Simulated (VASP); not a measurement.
Runs of VASP 6.6.1 on RbIr (CsCl type). The structure is that of space group Pm-3m (No. 221), or close to it. The cells are those of the table. 

```csv
task,level,spin,U,cell,cutoff (eV),gap on the mesh (eV),pressure (GPa),moment (μB),relaxed volume (Å³/atom)
single point,PBE,off,-,"a = 3.808 Å, 2 atoms",520,none,0.1,-,-
electric field gradients,PBE,off,-,"a = 3.808 Å, 2 atoms",520,none,0.1,-,-
relaxation of cell and atoms,PBE,off,-,"relaxed from a = 3.808 Å, 2 atoms",600,none,0.0,-,(a)
relaxation of cell and atoms,PBE+U,collinear,Ir d U = 3.0 eV,"relaxed from a = 3.808 Å, 2 atoms",600,none,0.0,2.01,(b)
single point,PBE+U,collinear,Ir d U = 3.0 eV,"a = 3.816 Å, 2 atoms",520,none,8.1,1.98,-
```

Alike in all rows: potentials or basis VASP PAW PBE potentials, release 64 (Rb_sv, Ir); k mesh 9 × 9 × 9; smearing fermi-dirac 0.05 eV.

Fill in the values left out.

(a) 27.81; (b) 38.76.

Caveats: spin-orbit coupling is left out, which moves the levels of the heavy elements; the U is typed as a test and isn't derived for this compound (at least some runs); the volume moved by over 15 % at a fixed basis, so the end points are rough (at least some runs); the cell stands under pressure (at least some runs).

A k mesh can miss the band edges, and the runs leave out spin-orbit coupling on Ir, Rb.

A gap of «none» marks levels without a gap at the run's occupations.
